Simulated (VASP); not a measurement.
# CdO (Fm-3m) in VASP: a series of runs

The runs below take CdO through single point, with r2SCAN.

Program: VASP 6.6.1. These are calculated values, not measurements. Logs are shortened: lines on timing, memory, paths and dates and some standing lists are left out, and cuts for length are marked.

**1. The cell of the first run**

It takes space group Fm-3m (No. 225, cubic). Conventional cell: a = 4.706 Å, b = 4.706 Å, c = 4.706 Å, α = 90.00°, β = 90.00°, γ = 90.00°. Within 3.1 Å of Cd (site symmetry m-3m) lie 6 O at 2.35 Å. Within 3.1 Å of O (site symmetry m-3m) lie 6 Cd at 2.35 Å.

**2. Single point, r2SCAN**

Contents of POSCAR:

```
CdO
1.0
    0.0000000000      2.3530013813      2.3530013813
    2.3530013813      0.0000000000      2.3530013813
    2.3530013813      2.3530013813      0.0000000000
Cd O
1 1
Direct
    0.0000000000      0.0000000000      0.0000000000
    0.5000000000      0.5000000000      0.5000000000
```

Contents of INCAR.step1:

```
SYSTEM = CdO
PREC = Accurate
ENCUT = 660
ISMEAR = -1
SIGMA = 0.02
LREAL = .False.
LASPH = .True.
NELM = 120
NBANDS = 16
GGA = PE
ALGO = Normal
EDIFF = 1E-5
LWAVE = .True.
LCHARG = .False.
GGA_COMPAT = .False.
```

Contents of INCAR.step2:

```
SYSTEM = CdO
PREC = Accurate
ENCUT = 660
EDIFF = 1E-6
ISMEAR = -1
SIGMA = 0.02
LREAL = .False.
LASPH = .True.
NELM = 120
ALGO = Normal
ISIF = 2
LWAVE = .False.
LCHARG = .False.
METAGGA = R2SCAN
LMIXTAU = .True.
NBANDS = 16
ISTART = 1
GGA_COMPAT = .False.
```

Contents of KPOINTS:

```
regular mesh
0
Gamma
  8 8 8
  0 0 0
```

Potentials or basis: VASP PAW PBE potentials, release 64 (Cd, O).

Command:

```bash
cat potpaw_PBE.64/Cd/POTCAR potpaw_PBE.64/O/POTCAR > POTCAR
cp INCAR.step1 INCAR
mpirun -np 1 vasp_std > vasp.out
cp INCAR.step2 INCAR
mpirun -np 1 vasp_std > vasp.out
```

OUTCAR:

```text
SYSTEM = CdO
   PREC = Accurate
   ENCUT = 660
   EDIFF = 1E-6
   ISMEAR = -1
   LREAL = .False.
   LASPH = .True.
   NELM = 120
   ISIF = 2
   METAGGA = R2SCAN
   ISTART = 1

 ion  position               nearest neighbor table
   1  0.000  0.000  0.000-   2 2.35   2 2.35   2 2.35   2 2.35   2 2.35   2 2.35
   2  0.500  0.500  0.500-   1 2.35   1 2.35   1 2.35   1 2.35   1 2.35   1 2.35

  LATTYP: Found a face centered cubic cell.
 ALAT       =     4.7060027626

  Lattice vectors:

 A1 = (   0.0000000000,   2.3530013813,   2.3530013813)
 A2 = (   2.3530013813,   0.0000000000,   2.3530013813)
 A3 = (   2.3530013813,   2.3530013813,   0.0000000000)

Analysis of symmetry for initial positions (statically):
=====================================================================
 Subroutine PRICEL returns:
 Original cell was already a primitive cell.

 Routine SETGRP: Setting up the symmetry group for a
 face centered cubic supercell.

 Subroutine GETGRP returns: Found 48 space group operations
 (whereof 48 operations were pure point group operations)
 out of a pool of 48 trial point group operations.

The static configuration has the point symmetry O_h .

Analysis of symmetry for dynamics (positions and initial velocities):
=====================================================================
 Subroutine PRICEL returns:
 Original cell was already a primitive cell.

 Routine SETGRP: Setting up the symmetry group for a
 face centered cubic supercell.

 Subroutine GETGRP returns: Found 48 space group operations
 (whereof 48 operations were pure point group operations)
 out of a pool of 48 trial point group operations.

The dynamic configuration has the point symmetry O_h .

 Subroutine INISYM returns: Found 48 space group operations
 (whereof 48 operations are pure point group operations),
 and found     1 'primitive' translations

----------------------------------------------------------------------------------------

                                     Primitive cell

  volume of cell :      26.0553

  direct lattice vectors                    reciprocal lattice vectors
     0.000000000  2.353001381  2.353001381    -0.212494563  0.212494563  0.212494563
     2.353001381  0.000000000  2.353001381     0.212494563 -0.212494563  0.212494563
     2.353001381  2.353001381  0.000000000     0.212494563  0.212494563 -0.212494563

  length of vectors
     3.327646466  3.327646466  3.327646466     0.368051379  0.368051379  0.368051379

  position of ions in fractional coordinates (direct lattice)
     0.000000000  0.000000000  0.000000000
     0.500000000  0.500000000  0.500000000

  ion indices of the primitive-cell ions
   primitive index   ion index
                 1           1
                 2           2

----------------------------------------------------------------------------------------

 KPOINTS: regular mesh

Automatic generation of k-mesh.
 Grid dimensions read from file:
 generate k-points for:    8    8    8

 Generating k-lattice:

  Cartesian coordinates                     Fractional coordinates (reciprocal lattice)
    -0.026561820  0.026561820  0.026561820     0.125000000  0.000000000  0.000000000
     0.026561820 -0.026561820  0.026561820     0.000000000  0.125000000  0.000000000
     0.026561820  0.026561820 -0.026561820     0.000000000  0.000000000  0.125000000

  Length of vectors
     0.046006422  0.046006422  0.046006422

  Shift w.r.t. Gamma in fractional coordinates (k-lattice)
     0.000000000  0.000000000  0.000000000

 Subroutine IBZKPT returns following result:
 ===========================================

 Found     29 irreducible k-points:

 Following reciprocal coordinates:
            Coordinates               Weight
  0.000000  0.000000  0.000000      1.000000
  0.125000  0.000000  0.000000      8.000000
  0.250000  0.000000  0.000000      8.000000
  0.375000  0.000000  0.000000      8.000000
  0.500000  0.000000  0.000000      4.000000
  0.125000  0.125000  0.000000      6.000000
[... 16 lines left out ...]
  0.500000  0.250000  0.125000     48.000000
 -0.375000  0.250000  0.125000     24.000000
 [... further k-points ...]
   k-points           NKPTS =     29   k-points in BZ     NKDIM =     29   number of bands    NBANDS=     16
   number of dos      NEDOS =    301   number of ions     NIONS =      2
   total plane-waves  NPLWV =  21952
   dimension x,y,z NGX =    28 NGY =   28 NGZ =   28
   dimension x,y,z NGXF=    56 NGYF=   56 NGZF=   56
   ions per type =               1   1
   NGX,Y,Z   is equivalent  to a cutoff of  13.99, 13.99, 13.99 a.u.
   NGXF,Y,Z  is equivalent  to a cutoff of  27.98, 27.98, 27.98 a.u.
 SYSTEM =  CdO
   PREC   = accura    normal or accurate (medium, high low for compatibility)
   ISTART =      1    job   : 0-new  1-cont  2-samecut
   ICHARG =      0    charge: 1-file 2-atom 10-const
   ISPIN  =      1    spin polarized calculation?
   LNONCOLLINEAR =      F non collinear calculations
   LSORBIT =      F    spin-orbit coupling
   LASPH  =      T    aspherical Exc in radial PAW
   ENCUT  =  660.0 eV  48.51 Ry    6.96 a.u.   6.97  6.97  6.97*2*pi/ulx,y,z
   NELM   =    120;   NELMIN=  2; NELMDL=  0     # of ELM steps
   EDIFF  = 0.1E-05   stopping-criterion for ELM
   LREAL  =      F    real-space projection
   EDIFFG = 0.1E-04   stopping-criterion for IOM
   NSW    =      0    number of steps for IOM
   IBRION =     -1    ionic relax: 0-MD 1-quasi-New 2-CG
   NFREE  =      0    steps in history (QN), initial steepest desc. (CG)
   ISIF   =      2    stress and relaxation
   ISYM   =      2    0-nonsym 1-usesym 2-fastsym
   POTIM  = 0.5000    time-step for ionic-motion
   TEBEG  =    0.0;   TEEND  =   0.0 temperature during run
   PSTRESS=    0.0 pullay stress
   NELECT =      18.0000    total number of electrons
   NUPDOWN=      -1.0000    fix difference up-down
   EMIN   =  10.00;   EMAX   =-10.00  energy-range for DOS
   EFERMI =   0.00;   METHOD = LEGACY
   ISMEAR =    -1;   SIGMA  =   0.02  broadening in eV -4-tet -1-fermi 0-gaus
   EFERMI_NEDOS =   21; number of points for ismear=-14 and -15
   IALGO  =     38    algorithm
   IMIX   =      4    mixing-type and parameters
     AMIX     =   0.40;   BMIX     =  1.00
     AMIX_MAG =   1.60;   BMIX_MAG =  1.00
  volume/ion in A,a.u.               =      13.03        87.92
  Fermi-wavevector in a.u.,A,eV,Ry     =   1.447216  2.734843 28.496524  2.094435
  Thomas-Fermi vector in A             =   2.565196
   LORBIT       =      0    0 simple, 1 ext, 2 COOP (PROOUT), +10 PAW based schemes
   METAGGA = R2SCAN    functional components
   LHFCALC =     F    Hartree Fock is set to
   AEXX    =    0.0000 exact exchange contribution
   IVDW    =     0    specifies the selected vdW correction
   LEPSILON=     F    determine dielectric tensor
   LRPA    =     F    only Hartree local field effects (RPA)
 non-spin polarized calculation
  energy-cutoff  :      660.00
  volume of cell :       26.06
 maximum number of plane-waves:      1018
   NGX = 13   NGY = 13   NGZ = 13

 number of electron      18.0000002 magnetization

 Free energy of the ion-electron system (eV)
  ---------------------------------------------------
  ext. energy  EPLUGINS =         0.00000000
  ---------------------------------------------------
  free energy    TOTEN  =       -28.56257198 eV

  energy without entropy =      -28.56236144  energy(sigma->0) =      -28.56246671

 E-fermi :   1.7338     XC(G=0): -12.3014

 val. band max:        1.6731398651   @ k =   0.5000   0.0000   0.0000
 cond. band min:       1.7385007067   @ k =   0.0000   0.0000   0.0000
 fundamental gap:      0.0653608416
 Fermi energy:         1.7338430792

 k-point     1 :       0.0000    0.0000    0.0000
  band No.  band energies     occupation
      1     -16.5963      2.00000
      2      -5.1900      2.00000
      3      -5.1900      2.00000
      4      -5.1900      2.00000
      5      -4.8761      2.00000
      6      -4.8761      2.00000
[... 8 lines left out ...]
     15      20.9188      0.00000
     16      20.9188      0.00000

 k-point     2 :       0.1250    0.0000    0.0000
  band No.  band energies     occupation
      1     -16.4965      2.00000
      2      -5.2535      2.00000
      3      -5.1780      2.00000
      4      -5.1780      2.00000
      5      -4.9685      2.00000
      6      -4.9685      2.00000
[... 8 lines left out ...]
     15      21.1388      0.00000
     16      21.1388      0.00000

 k-point     3 :       0.2500    0.0000    0.0000
  band No.  band energies     occupation
      1     -16.2447      2.00000
      2      -5.4999      2.00000
      3      -5.4096      2.00000
      4      -5.4096      2.00000
      5      -4.8903      2.00000
      6      -4.8903      2.00000
[... 8 lines left out ...]
     15      22.0528      0.00000
     16      22.0528      0.00000

 k-point     4 :       0.3750    0.0000    0.0000
  band No.  band energies     occupation
      1     -15.9748      2.00000
      2      -5.8874      2.00000
      3      -5.6831      2.00000
      4      -5.6831      2.00000
      5      -4.7257      2.00000
      6      -4.7257      2.00000
[... 8 lines left out ...]
     15      23.5112      0.00000
     16      23.5112      0.00000
[... 324 lines left out ...]
 k-point    22 :       0.3750    0.2500    0.1250
  band No.  band energies     occupation
      1     -16.1208      2.00000
      2      -5.6179      2.00000
      3      -5.4089      2.00000
      4      -5.3066      2.00000
      5      -4.9228      2.00000
      6      -4.6604      2.00000
[... 8 lines left out ...]
     15      24.1208      0.00000
     16      24.5707      0.00000

 k-point    23 :       0.5000    0.2500    0.1250
  band No.  band energies     occupation
      1     -15.9515      2.00000
      2      -5.6740      2.00000
      3      -5.5384      2.00000
      4      -5.4111      2.00000
      5      -4.7776      2.00000
      6      -4.5916      2.00000
[... 8 lines left out ...]
     15      23.2937      0.00000
     16      24.9767      0.00000

 k-point    24 :      -0.3750    0.2500    0.1250
  band No.  band energies     occupation
      1     -15.8799      2.00000
      2      -5.7502      2.00000
      3      -5.4930      2.00000
      4      -5.4856      2.00000
      5      -4.6509      2.00000
      6      -4.6478      2.00000
[... 8 lines left out ...]
     15      22.1071      0.00000
     16      25.6357      0.00000

 [... further k-points ...]

------------------------ aborting loop because EDIFF is reached ----------------------------------------

  FORCE on cell =-STRESS in cart. coord.  units (eV):
  Direction    XX          YY          ZZ          XY          YZ          ZX
  --------------------------------------------------------------------------------------
  -------------------------------------------------------------------------------------
  Total        0.2499337      0.2499337      0.2499337      0.0000000      0.0000000      0.0000000
  in kB       15.3687628     15.3687628     15.3687628      0.0000000      0.0000000      0.0000000
  external PRESSURE =      15.3687628 kB  Pullay stress =       0.0000000 kB

 VOLUME and BASIS-vectors are now :
 -----------------------------------------------------------------------------
  energy-cutoff  :      660.00
  volume of cell :       26.06
      direct lattice vectors                 reciprocal lattice vectors
     0.000000000  2.353001381  2.353001381    -0.212494563  0.212494563  0.212494563
     2.353001381  0.000000000  2.353001381     0.212494563 -0.212494563  0.212494563
     2.353001381  2.353001381  0.000000000     0.212494563  0.212494563 -0.212494563

 POSITION                                       TOTAL-FORCE (eV/Angst)
 -----------------------------------------------------------------------------------
      0.00000      0.00000      0.00000         0.000000      0.000000      0.000000
      2.35300      2.35300      2.35300        -0.000000     -0.000000     -0.000000
 -----------------------------------------------------------------------------------
    total drift:                                0.000000      0.000000      0.000000

  FREE ENERGIE OF THE ION-ELECTRON SYSTEM (eV)
  ---------------------------------------------------
  free  energy   TOTEN  =       -28.5625719778 eV

  energy  without entropy=      -28.5623614356  energy(sigma->0) =      -28.56246671
```

It took 50 s on 1 thread of Intel Xeon Platinum 8375C at 2.90GHz (Ice Lake), shared host; peak memory 0.17 GiB.

What came out:

- Free energy: -28.5626 eV
- Pressure: 1.5 GPa
- Band gap on the k mesh: 0.07 eV (least direct gap 1.40 eV)

Caveat: the PAW data sets were made with another functional, which shifts forces and pressure a little. A k mesh can miss the band edges.

**3. Single point, r2SCAN (13.42 Å³/atom)**

This run uses another cell than the first one, of 13.42 Å³/atom.

Contents of POSCAR:

```
CdO
1.0
    0.0000000000      2.3762999399      2.3762999399
    2.3762999399      0.0000000000      2.3762999399
    2.3762999399      2.3762999399      0.0000000000
Cd O
1 1
Direct
    0.0000000000      0.0000000000      0.0000000000
    0.5000000000      0.5000000000      0.5000000000
```

Contents of INCAR.step1:

```
SYSTEM = CdO
PREC = Accurate ; ENCUT = 660
ISMEAR = -1 ; SIGMA = 0.02
LREAL = .False. ; LASPH = .True.
NELM = 120 ; NBANDS = 16
GGA = PE ; ALGO = Normal
EDIFF = 1E-5 ; LWAVE = .True.
LCHARG = .False. ; GGA_COMPAT = .False.
```

Contents of INCAR.step2:

```
SYSTEM = CdO
PREC = Accurate ; ENCUT = 660
EDIFF = 1E-6 ; ISMEAR = -1
SIGMA = 0.02 ; LREAL = .False.
LASPH = .True. ; NELM = 120
ALGO = Normal ; ISIF = 2
LWAVE = .False. ; LCHARG = .False.
METAGGA = R2SCAN ; LMIXTAU = .True.
NBANDS = 16 ; ISTART = 1
GGA_COMPAT = .False.
```

KPOINTS is that of step 2.

Potentials or basis: VASP PAW PBE potentials, release 64 (Cd, O).

Command:

```bash
cat potpaw_PBE.64/Cd/POTCAR potpaw_PBE.64/O/POTCAR > POTCAR
cp INCAR.step1 INCAR
mpirun -np 1 vasp_std > vasp.out
cp INCAR.step2 INCAR
mpirun -np 1 vasp_std > vasp.out
```

It took 53 s on 1 thread of Intel Xeon Platinum 8375C at 2.90GHz (Ice Lake), shared host; peak memory 0.17 GiB.

The run converged. Its results:

```
Free energy : -28.5609 eV
Pressure    : -2.8 GPa
```

Levels at points of the mesh, in eV from the Fermi level:
| k point | band 7 | band 8 | band 9 | band 10 | band 11 | band 12 |
| --- | --- | --- | --- | --- | --- | --- |
| (0.00, 0.00, 0.00) | -1.27 | -1.27 | -1.27 | -0.04 | 15.60 | 17.48 |
| (0.50, 0.00, 0.00) | -3.79 | -0.05 | -0.05 | 5.00 | 7.73 | 12.59 |
| (0.50, 0.50, 0.00) | -4.13 | -2.21 | -2.21 | 4.37 | 9.12 | 11.60 |

Caveat: the PAW data sets were made with another functional, which shifts forces and pressure a little.
